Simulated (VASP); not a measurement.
InAs:

```
CELL_PARAMETERS angstrom
0.00000 3.01800 3.01800
3.01800 0.00000 3.01800
3.01800 3.01800 0.00000
ATOMIC_POSITIONS crystal
In 0.00000 0.00000 0.00000
As 0.75000 0.75000 0.75000
```

```yaml
Program: VASP 6.6.1
Task: relaxation of cell and atoms
Functional: RPBE
Dispersion: D3(BJ)
Potentials_or_basis: VASP PAW PBE potentials, release 64 (In_d, As)
Cutoff: 600 eV
k_mesh: 8 × 8 × 8
Occupations: fermi-dirac, width 0.05 eV
Spin: no spin polarisation
```

At the start: pressure -3.8 GPa; volume 27.49 Å³/atom.

How do energy, volume and symmetry change on relaxing?

Over 3 steps the energy falls by 22.0 meV/atom and the volume is 25.76 Å³/atom (-6.3 %); space group F-43m (No. 216, to 0.1 Å) before and after.

Step by step:
```tsv
step	energy change (eV)	largest force (eV/Å)	pressure (GPa)	volume (Å³)
1	0.0000	0.0000	-3.83	54.98
2	-0.0325	0.0000	2.35	49.91
3	-0.0440	0.0000	0.01	51.52
```

Final structure:
```
In As
1.0
     0.00000    2.95342    2.95342
     2.95342    0.00000    2.95342
     2.95342    2.95342    0.00000
In As
1 1
Cartesian
  0.0000 0.0000 0.0000
  4.4301 4.4301 4.4301
```

Caveat: the PAW data sets were made with another functional, which shifts forces and pressure a little.
